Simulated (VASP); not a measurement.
# HfO2 (P6/mmm) in VASP: a series of runs, part 2 of 2

VASP 6.6.1. Earlier steps stand in the parts before.

**3. Single point, PBEsol**

This run uses another cell than the first one, of 9.60 Å³/atom, 0.985 times its volume.

Input file INCAR:

```
  PREC = Accurate
  ENCUT = 520
  EDIFF = 1E-6
  ISMEAR = -1
  SIGMA = 0.02
  LREAL = F
  LASPH = T
  NELM = 60
  ALGO = Normal
  ISIF = 2
  LWAVE = F
  LCHARG = F
  GGA = PS
  NBANDS = 18
```

Input file KPOINTS:

```
regular mesh
0
Gamma
  7 7 7
```

Input file POSCAR:

```
HfO2
1.0
    3.5379073726      0.0000000000      0.0000000000
   -1.7689536863      3.0639176609      0.0000000000
    0.0000000000      0.0000000000      2.6560259495
Hf O
1 2
Direct
    0.0000000000      0.0000000000      0.0000000000
    0.3333333333      0.6666666667      0.5000000000
    0.6666666667      0.3333333333      0.5000000000
```

Potentials or basis: VASP PAW PBE potentials, release 64 (Hf_pv, O).

Launch:

```console
> cat potpaw_PBE.64/Hf_pv/POTCAR potpaw_PBE.64/O/POTCAR > POTCAR
> mpirun -np 1 vasp_std > vasp.out
```

OUTCAR:

```text
PREC = Accurate
   ENCUT = 520
   EDIFF = 1E-6
   ISMEAR = -1
   LREAL = F
   LASPH = T
   NELM = 60
   ISIF = 2
   GGA = PS

 ion  position               nearest neighbor table
   1  0.000  0.000  0.000-   2 2.44   3 2.44   2 2.44   3 2.44   2 2.44   2 2.44   3 2.44   3 2.44
                             3 2.44   3 2.44   2 2.44   2 2.44
   2  0.333  0.667  0.500-   1 2.44   1 2.44   1 2.44   1 2.44   1 2.44   1 2.44
   3  0.667  0.333  0.500-   1 2.44   1 2.44   1 2.44   1 2.44   1 2.44   1 2.44

  LATTYP: Found a hexagonal cell.
 ALAT       =     3.5379073726
[... 692 lines left out ...]
     17      14.2196      0.00000
     18      18.9583      0.00000

 [... further k-points ...]
[... 5 lines left out ...]
  --------------------------------------------------------------------------------------
  -------------------------------------------------------------------------------------
  Total        0.1476109      0.1476109      0.0517566      0.0000000      0.0000000      0.0000000
  in kB        8.2143499      8.2143499      2.8801829      0.0000000      0.0000000      0.0000000
  external PRESSURE =       6.4362942 kB  Pullay stress =       0.0000000 kB

 VOLUME and BASIS-vectors are now :
 -----------------------------------------------------------------------------
  energy-cutoff  :      520.00
  volume of cell :       28.79
      direct lattice vectors                 reciprocal lattice vectors
     3.537907373  0.000000000  0.000000000     0.282652963  0.163189764  0.000000000
    -1.768953686  3.063917661  0.000000000     0.000000000  0.326379528  0.000000000
     0.000000000  0.000000000  2.656025950     0.000000000  0.000000000  0.376502346

 POSITION                                       TOTAL-FORCE (eV/Angst)
 -----------------------------------------------------------------------------------
      0.00000      0.00000      0.00000        -0.000000     -0.000000      0.000000
     -0.00000      2.04261      1.32801        -0.000000      0.000000      0.000000
      1.76895      1.02131      1.32801         0.000000     -0.000000      0.000000
 -----------------------------------------------------------------------------------
    total drift:                               -0.000000      0.000000     -0.000000

  FREE ENERGIE OF THE ION-ELECTRON SYSTEM (eV)
  ---------------------------------------------------
  free  energy   TOTEN  =       -25.9394434510 eV

  energy  without entropy=      -25.9358790007  energy(sigma->0) =      -25.93766123
```

OSZICAR:

```text
N       E                     dE             d eps       ncg     rms          rms(c)
DAV:   1     0.858749153002E+02    0.85875E+02   -0.12821E+04  1152   0.123E+03
DAV:   2    -0.273484467096E+02   -0.11322E+03   -0.10976E+03  1570   0.281E+02
DAV:   3    -0.310067559376E+02   -0.36583E+01   -0.36453E+01  1284   0.440E+01
DAV:   4    -0.310227883660E+02   -0.16032E-01   -0.16029E-01  1384   0.333E+00
DAV:   5    -0.310228653996E+02   -0.77034E-04   -0.77031E-04  1294   0.211E-01    0.335E+01
DAV:   6    -0.273255617381E+02    0.36973E+01   -0.43810E+01  1194   0.311E+01    0.393E+01
DAV:   7    -0.260326381072E+02    0.12929E+01   -0.45084E+00  1226   0.118E+01    0.268E+01
DAV:   8    -0.262427374781E+02   -0.21010E+00   -0.19278E+00  1214   0.778E+00    0.116E+01
DAV:   9    -0.259451244410E+02    0.29761E+00   -0.83034E-01  1222   0.444E+00    0.250E+00
DAV:  10    -0.259405118920E+02    0.46125E-02   -0.43488E-02  1248   0.145E+00    0.102E+00
DAV:  11    -0.259395326367E+02    0.97926E-03   -0.22914E-03  1344   0.301E-01    0.413E-01
DAV:  12    -0.259394711010E+02    0.61536E-04   -0.33947E-04  1256   0.959E-02    0.121E-01
DAV:  13    -0.259394428643E+02    0.28237E-04   -0.91489E-05  1274   0.545E-02    0.322E-02
DAV:  14    -0.259394434510E+02   -0.58674E-06   -0.17265E-06   990   0.101E-02
   1 F= -.25939443E+02 E0= -.25937661E+02  d E =-.356445E-02
```

stdout:

```text
POSCAR found type information on POSCAR HfO
 POSCAR found :  2 types and       3 ions
 scaLAPACK will be used
 -----------------------------------------------------------------------------
|                                                                             |
|                                                                             |
|     You enforced a specific xc type in the INCAR file but a different       |
|     I HOPE YOU KNOW WHAT YOU ARE DOING!                                     |
|                                                                             |
 -----------------------------------------------------------------------------

 LDA part: xc-table for (Slater+PW92), standard interpolation
 POSCAR, INCAR and KPOINTS ok, starting setup
 FFT: planning ... GRIDC
 FFT: planning ... GRID_SOFT
 FFT: planning ... GRID
 WAVECAR not read
 entering main loop
```

It took 27 s on 1 thread of Intel Xeon 8259CL, shared host; peak memory 0.15 GiB.

What came out:

* Free energy: -25.9394 eV
* Pressure: 0.6 GPa
* Band gap on the k mesh: zero (band 11 reaches 7.74 eV, above the bottom of band 12 at 5.92 eV)

Caveat: the PAW data sets were made with another functional, which shifts forces and pressure a little; spin-orbit coupling is left out, which moves the levels of the heavy elements.

**4. Single point, PBEsol**

Input file INCAR:

```
SYSTEM = HfO2
ALGO = Normal
EDIFF = 1E-6
ENCUT = 520
GGA = PS
ISIF = 2
ISMEAR = -1
LASPH = .TRUE.
LCHARG = .TRUE.
LELF = .TRUE.
LREAL = .FALSE.
LVHAR = .TRUE.
LWAVE = .FALSE.
NBANDS = 18
NELM = 60
PREC = Accurate
SIGMA = 0.02
```

Input file KPOINTS:

```
k-points
0
G
  7 7 7
  0 0 0
```

Input file POSCAR:

```
HfO2
1.0
    3.5557758947      0.0000000000      0.0000000000
   -1.7778879474      3.0793922550      0.0000000000
    0.0000000000      0.0000000000      2.6694404495
Hf O
1 2
Direct
    0.0000000000      0.0000000000      0.0000000000
    0.3333333333      0.6666666667      0.5000000000
    0.6666666667      0.3333333333      0.5000000000
```

Launch:

```console
> cat potpaw_PBE.64/Hf_pv/POTCAR potpaw_PBE.64/O/POTCAR > POTCAR
> mpirun -np 1 vasp_std > vasp.out
```

It took 28 s on 1 thread of Intel Xeon 8259CL, shared host; peak memory 0.15 GiB.

Results (log left out):

```
Free energy            : -25.9369 eV
Pressure               : -3.0 GPa
Band gap on the k mesh : zero (band 11 reaches 7.55 eV, above the bottom of band 12 at 5.76 eV)
```

Stress tensor (GPa, compression positive):
```
-2.96  0.00  0.00
 0.00 -2.96  0.00
 0.00  0.00 -3.11
```

Levels at points of the mesh, in eV from the Fermi level:
```csv
k point,band 8,band 9,band 10,band 11,band 12,band 13,band 14,band 15
"(0.00, 0.00, 0.00)",-3.12,-2.51,-1.41,-1.41,-0.61,3.40,5.13,5.13
```

Caveat: the PAW data sets were made with another functional, which shifts forces and pressure a little; spin-orbit coupling is left out, which moves the levels of the heavy elements.
